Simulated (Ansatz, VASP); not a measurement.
One calculation of Au, two programs

INCAR

```
  ALGO = Normal
  EDIFF = 1E-6
  ENCUT = 520
  GGA = PE
  ISIF = 2
  ISMEAR = -1
  LASPH = True
  LCHARG = False
  LREAL = False
  LWAVE = False
  NBANDS = 12
  NELM = 80
  PREC = Accurate
  SIGMA = 0.1
```

The input KPOINTS:

```
k-points
0
Gamma
  22 22 22
```

POSCAR

```
Au
1.0
   -1.6730803318      1.6730803318      1.6730803318
    1.6730803318     -1.6730803318      1.6730803318
    1.6730803318      1.6730803318     -1.6730803318
Au
1
Direct
    0.0000000000      0.0000000000      0.0000000000
```

Input for Ansatz:

```yaml
crystal:
  lattice:
    - [-1.6730803318, 1.6730803318, 1.6730803318]
    - [1.6730803318, -1.6730803318, 1.6730803318]
    - [1.6730803318, 1.6730803318, -1.6730803318]
  atoms:
    - { symbol: Au, position: [0.0, 0.0, 0.0] }
hamiltonian:
  xc: pbe
  pseudopotentials:
    kind: paw
    azcp:
      Au: "pseudopotentials/Au.paw.azcp"
basis:
  ecutwfc: 420
  fft_grid_basis: typed
kpoints:
  mp_grid: { grid: [22, 22, 22], shift: [0, 0, 0] }
magnetization:
  spin_polarized: false
scf:
  occupations: { method: fermi_dirac, width: 0.1 }
output:
  stress: true
```

Alike in both runs: task single point; functional PBE; k mesh 22 × 22 × 22; occupations fermi-dirac, width 0.1 eV; no spin polarisation.

|  | VASP | Ansatz |
| --- | --- | --- |
| version | VASP 6.6.1 | Ansatz 0.2.0 |
| potentials or method | VASP PAW PBE potentials, release 64 (Au), cutoff 520 eV | plane waves (420 eV) with PAW, scalar-relativistic |
| valence electrons in the cell | 11 | 19 |

|  | VASP | Ansatz | Ansatz less VASP |
| --- | --- | --- | --- |
| pressure (GPa) | -4.9 | -4.7 | +0.18 |

With one functional, cell and mesh, what is left measures potentials, basis and numerics. VASP's potentials hold 11 valence electrons a cell and Ansatz's 19, so a difference there can come from the potentials and not from the codes.

Neither program's run includes spin-orbit coupling.
